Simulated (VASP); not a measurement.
Write the native input for VASP 6.6.1 that does the following.

```
Task                   : single point
Functional             : PBE
Potentials or basis    : VASP PAW PBE potentials, release 64 (Pt, S)
Cutoff                 : 520 eV
k mesh                 : 12 × 12 × 8
Occupations            : gaussian, width 0.05 eV
Spin                   : no spin polarisation
Dipole correction      : no
Further INCAR settings : ALGO = Normal; EDIFF = 1e-06; NBANDS = 18
```

The structure of PtS2 lies in POSCAR:

```
PtS2
1.0
    3.6317794627      0.0000000000      0.0000000000
   -1.8158897313      3.1452132756      0.0000000000
    0.0000000000      0.0000000000      4.7868600000
Pt S
1 2
Direct
    0.0000000000      0.0000000000      0.0000000000
    0.3333333333      0.6666666667      0.2500000000
    0.6666666667      0.3333333333      0.7500000000
```

This cell differs from its parent crystal: strain +0.025 along x and y, -0.050 along z.

The input as run:

INCAR

```
ALGO     = Normal         # electronic algorithm
EDIFF    = 1E-6           # SCF threshold, eV
ENCUT    = 520            # plane-wave cutoff, eV
GGA      = PE             # functional
ISIF     = 2              # what is computed and relaxed
ISMEAR   = 0              # smearing method
LASPH    = T              # aspherical terms in the spheres
LCHARG   = T              # write CHGCAR
LELF     = T              # ELF
LREAL    = F              # projectors in reciprocal space
LVHAR    = T            
LWAVE    = F              # write WAVECAR
NBANDS   = 18             # bands
NELM     = 100            # most SCF steps
PREC     = Accurate       # precision mode
SIGMA    = 0.05           # smearing width, eV
```

KPOINTS

```
k-points
0
Gamma
  12 12 8
```

Potentials or basis: VASP PAW PBE potentials, release 64 (Pt, S).

The run is started by

```bash
$ cat potpaw_PBE.64/Pt/POTCAR potpaw_PBE.64/S/POTCAR > POTCAR
$ mpirun -np 1 vasp_std > vasp.out
```

It gave:

* Pressure: -0.5 GPa
* Largest force: 0.177 eV/Å
* Band gap on the k mesh: 0.23 eV, indirect (least direct gap 0.69 eV)

Caveat: the cell differs from its parent crystal (strain +0.025 along x and y, -0.050 along z); spin-orbit coupling is left out, which moves the levels of the heavy elements.

Wall time 60 s on 1 thread of AMD EPYC 9R45 (Zen 5), with other jobs on the host, peak memory 0.23 GiB.
